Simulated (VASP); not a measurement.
A run of VASP 6.6.1 is set up as follows.

INCAR

```
  PREC = Accurate
  ENCUT = 520
  EDIFF = 1E-6
  ISMEAR = -1
  SIGMA = 0.01
  LREAL = Auto
  LASPH = T
  NELM = 120
  ALGO = Normal
  ISIF = 2
  LWAVE = F
  LCHARG = F
  GGA = PE
  NELECT = 144.0
  NBANDS = 95
  GGA_COMPAT = F
  ISYM = -1
```

The input KPOINTS:

```
explicit points
1
Reciprocal
  0.25000000   0.25000000   0.25000000 1
```

File POSCAR:

```
B17HN18
1.0
    7.4650312844      0.0000000000      0.0000000000
   -3.7325156422      6.4649067324      0.0000000000
    0.0000000000      0.0000000000      6.4954828762
B N H
17 18 1
Direct
    0.1107364260      0.2207956300      0.2502189593
    0.2242633297      0.1141900002      0.7495200108
    0.1104132822      0.5535443534      0.2501399060
    0.2288482029      0.4526680604      0.7490794585
    0.1102769257      0.8871087401      0.2501213882
    0.2226935023      0.7802654579      0.7499963083
    0.4442433502      0.2212526642      0.2499627167
    0.5554538898      0.1128320180      0.7499329514
    0.4441677924      0.5535536814      0.2500616372
    0.4440755012      0.8871003222      0.2501340585
    0.5508507856      0.7720947821      0.7492456736
    0.7772673801      0.2207479120      0.2501428459
    0.8888501595      0.1119046055      0.7497685744
    0.7765605073      0.5535143152      0.2501994561
    0.8891570617      0.4517912304      0.7508261820
    0.7770136310      0.8868804775      0.2500846623
    0.8856834056      0.7721454088      0.7506117188
    0.1115108739      0.2243201706      0.7491102981
    0.2211952649      0.1097669132      0.2502703041
    0.1123884656      0.5582100728      0.7502653697
    0.2210581160      0.4430010828      0.2500479975
    0.1123136271      0.8915043565      0.7500476484
    0.2212619950      0.7764683750      0.2501632096
    0.4416180379      0.2156029497      0.7496842456
    0.5545982083      0.1097864933      0.2499679035
    0.4413992767      0.5588820604      0.7481023085
    0.5544919163      0.4429179039      0.2499788437
    0.4455345425      0.8910218545      0.7497370189
    0.5546985788      0.7766368844      0.2501428785
    0.7792234403      0.2239457177      0.7501828253
    0.8879378443      0.1098376035      0.2501341302
    0.7844028041      0.5590246281      0.7516996167
    0.8879543432      0.4430361978      0.2503760093
    0.7781928947      0.8901401735      0.7499592887
    0.8879754019      0.7765869042      0.2499932137
    0.5294755154      0.3824925589      0.7500903820
```

Potentials or basis: VASP PAW PBE potentials, release 64 (B, N, H).

The run is started by

```bash
$ cat potpaw_PBE.64/B/POTCAR potpaw_PBE.64/N/POTCAR potpaw_PBE.64/H/POTCAR > POTCAR
$ mpirun -np 1 vasp_std > vasp.out
```

Problem. Estimate the largest force.

Solution. 0.039 eV/Å.

Forces in eV/Å, atoms in the order of the input:
```
B   -0.006  0.003  0.000
B    0.012  0.009  0.004
B   -0.007  0.003  0.002
B    0.031 -0.024  0.004
B   -0.007  0.004  0.000
B    0.007 -0.002  0.004
B   -0.005  0.006  0.002
B   -0.006 -0.005  0.003
B   -0.003  0.002  0.009
B   -0.005  0.006  0.002
B    0.027 -0.019  0.005
B   -0.008  0.005  0.000
B    0.001  0.001 -0.002
B   -0.010  0.002  0.000
B   -0.007 -0.020 -0.002
B   -0.006  0.001  0.001
B   -0.006 -0.001 -0.005
N    0.000  0.009  0.001
N    0.007 -0.007 -0.003
N   -0.012  0.016 -0.001
N    0.006 -0.001 -0.006
N   -0.010 -0.008 -0.001
N    0.007 -0.004 -0.002
N   -0.020  0.021  0.006
N    0.008 -0.007 -0.002
N   -0.012  0.009 -0.020
N    0.005 -0.003 -0.002
N   -0.004  0.003 -0.003
N    0.005 -0.002 -0.007
N   -0.006  0.017  0.004
N    0.007 -0.002 -0.001
N   -0.011 -0.006  0.018
N    0.008 -0.004  0.001
N   -0.003 -0.014  0.001
N    0.007 -0.001  0.000
H    0.016  0.013 -0.011
```

Caveat: the cell carries a net charge on a neutralising background, which shifts energy and pressure.
